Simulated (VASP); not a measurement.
# W (Fm-3m) in VASP: further runs, part 2 of 2

VASP 6.6.1. The steps go on from the part before.

## Step 5: Relaxation of cell and atoms, PBEsol, target pressure 5 GPa, at which the enthalpy is minimised

This run uses another cell than the first one, of 16.73 Å³/atom, 1.078 times its volume.

INCAR reads:

```
ALGO = Normal
EDIFF = 1E-6
EDIFFG = -0.005
ENCUT = 600
GGA = PS
IBRION = 2
ISIF = 3
ISMEAR = -1
LASPH = T
LCHARG = F
LREAL = F
LWAVE = F
NELM = 60
NSW = 80
PREC = Accurate
PSTRESS = 50.0
SIGMA = 0.05
```

KPOINTS reads:

```
k-points
0
Gamma
  11 11 11
```

POSCAR reads:

```
W
1.0
    0.0000000000      2.0300000000      2.0300000000
    2.0300000000      0.0000000000      2.0300000000
    2.0300000000      2.0300000000      0.0000000000
W
1
Direct
    0.0000000000      0.0000000000      0.0000000000
```

Started as:

```
> cat potpaw_PBE.64/W_sv/POTCAR > POTCAR
> mpirun -np 1 vasp_std > vasp.out
```

Wall time 29 s (1 thread of AMD EPYC 7R13 (Zen 3), shared host); peak memory 0.12 GiB.

Results (log left out):

| Property | Result |
| --- | --- |
| Free energy | -13.3194 eV |
| Relaxed volume | 15.78 Å³/atom |
| Relaxed cell | a = 2.816 Å, b = 2.816 Å, c = 2.816 Å, α = 60.00°, β = 60.00°, γ = 60.00° |
| Space group after relaxing (to 0.05 Å) | Fm-3m (No. 225) |
| Energy change on relaxing (the enthalpy is what falls) | -24.1 meV/atom |
| Ionic steps | 5 |
| Pressure after relaxing | 5.0 GPa |
| Band gap on the k mesh | zero (band 7 reaches 13.75 eV, above the bottom of band 8 at 10.24 eV) |

The path:
```
step  energy change (eV)  largest force (eV/Å)  pressure (GPa)  volume (Å³)
   1              0.0000                0.0000          -12.27        16.73
   2              0.9289                0.0000          111.17        12.73
   3             -0.0265                0.0000            3.00        15.88
   4             -0.0246                0.0000            4.61        15.80
   5             -0.0241                0.0000            5.02        15.78
```

Final structure:
```
W
1.0
     0.00000    1.99099    1.99099
     1.99099    0.00000    1.99099
     1.99099    1.99099    0.00000
W
1
Direct
  0.00000 0.00000 0.00000
```

Levels at points of the mesh, in eV from the Fermi level:
```
           k point  band 3  band 4  band 5  band 6  band 7  band 8  band 9  band 10  band 11
(0.00, 0.00, 0.00)  -37.11  -37.11   -9.17   -0.58   -0.58   -0.58    2.71     2.71    12.91
```

Caveat: the cell is relaxed towards a set pressure, so the enthalpy falls and the energy may rise; the PAW data sets were made with another functional, which shifts forces and pressure a little; spin-orbit coupling is left out, which moves the levels of the heavy elements.

## Step 6: Relaxation of cell and atoms, PBEsol, target pressure 10 GPa, at which the enthalpy is minimised

This run uses another cell than the first one, of 16.73 Å³/atom, 1.078 times its volume.

INCAR reads:

```
SYSTEM = W
PREC     = Accurate       ! precision mode
ENCUT    = 600            ! plane-wave cutoff, eV
EDIFF    = 1E-6           ! SCF threshold, eV
ISMEAR   = -1             ! smearing method
SIGMA    = 0.05           ! smearing width, eV
LREAL    = .False.        ! projectors in reciprocal space
LASPH    = .True.         ! aspherical terms in the spheres
NELM     = 80             ! most SCF steps
ALGO     = Normal         ! electronic algorithm
ISIF     = 3              ! what is computed and relaxed
LWAVE    = .False.        ! write WAVECAR
LCHARG   = .False.        ! write CHGCAR
GGA      = PS             ! functional
IBRION   = 2              ! ionic algorithm
NSW      = 80             ! ionic steps
EDIFFG   = -0.005         ! ionic threshold
PSTRESS  = 100.0
```

KPOINTS reads:

```
regular mesh
0
Gamma
  11 11 11
  0 0 0
```

POSCAR is that of step 5.

Potentials or basis: VASP PAW PBE potentials, release 64 (W_sv).

Started as:

```
> cat potpaw_PBE.64/W_sv/POTCAR > POTCAR
> mpirun -np 1 vasp_std > vasp.out
```

Wall time 30 s (1 thread of AMD EPYC 7R13 (Zen 3), shared host); peak memory 0.12 GiB.

It converged, with:

```
Free energy                                            : -13.3088 eV
Relaxed volume                                         : 15.56 Å³/atom
Relaxed cell                                           : a = 2.802 Å, b = 2.802 Å, c = 2.802 Å, α = 60.00°, β = 60.00°, γ = 60.00°
Space group after relaxing (to 0.05 Å)                 : Fm-3m (No. 225)
Energy change on relaxing (the enthalpy is what falls) : -13.5 meV/atom
Ionic steps                                            : 5
Pressure after relaxing                                : 10.0 GPa
Band gap on the k mesh                                 : zero (band 7 reaches 14.04 eV, above the bottom of band 8 at 10.43 eV)
```

The path:
```
step  energy change (eV)  largest force (eV/Å)  pressure (GPa)  volume (Å³)
   1              0.0000                0.0000          -12.27        16.73
   2              1.8268                0.0000          173.32        11.71
   3             -0.0220                0.0000            6.33        15.72
   4             -0.0157                0.0000            9.18        15.60
   5             -0.0135                0.0000           10.00        15.56
```

Final structure:
```cif
data_structure
_symmetry_space_group_name_H-M 'P 1'
_symmetry_Int_Tables_number 1
_cell_length_a 2.8022
_cell_length_b 2.8022
_cell_length_c 2.8022
_cell_angle_alpha 60.000
_cell_angle_beta 60.000
_cell_angle_gamma 60.000
_cell_volume 15.56
loop_
_atom_site_label
_atom_site_type_symbol
_atom_site_fract_x
_atom_site_fract_y
_atom_site_fract_z
_atom_site_occupancy
W1 W 0.00000 0.00000 0.00000 1
```

Levels at points of the mesh, in eV from the Fermi level:
```csv
k point,band 5,band 6,band 7,band 8,band 9,band 10
"(0.00, 0.00, 0.00)",-9.24,-0.59,-0.59,-0.59,2.77,2.77
```

Caveat: the cell is relaxed towards a set pressure, so the enthalpy falls and the energy may rise; the PAW data sets were made with another functional, which shifts forces and pressure a little; spin-orbit coupling is left out, which moves the levels of the heavy elements.

## Step 7: Overview

| task | cell | cutoff (eV) | gap on the mesh (eV) | pressure (GPa) |
| --- | --- | --- | --- | --- |
| single point | a = 2.800 Å, angles 60.0°, 1 atom | 520 | none | 10.7 |
| single point | a = 2.775 Å, angles 60.0°, 1 atom | 520 | none | 21.0 |
| relaxation of cell and atoms | relaxed from a = 2.871 Å, angles 60.0°, 1 atom | 600 | none | 0.0 |
| relaxation of cell and atoms | relaxed to 5 GPa from a = 2.871 Å, angles 60.0°, 1 atom | 600 | none | 5.0 |
| relaxation of cell and atoms | relaxed to 10 GPa from a = 2.871 Å, angles 60.0°, 1 atom | 600 | none | 10.0 |

Alike in all rows: level PBEsol; potentials or basis VASP PAW PBE potentials, release 64 (W_sv); no spin polarisation; k mesh 11 × 11 × 11; smearing fermi-dirac 0.05 eV.

Caveats: the PAW data sets were made with another functional, which shifts forces and pressure a little; spin-orbit coupling is left out, which moves the levels of the heavy elements; the cell is relaxed towards a set pressure, so the enthalpy falls and the energy may rise (some runs).

Total energies depend on the potentials used, so only differences within one code and one set of settings carry meaning.
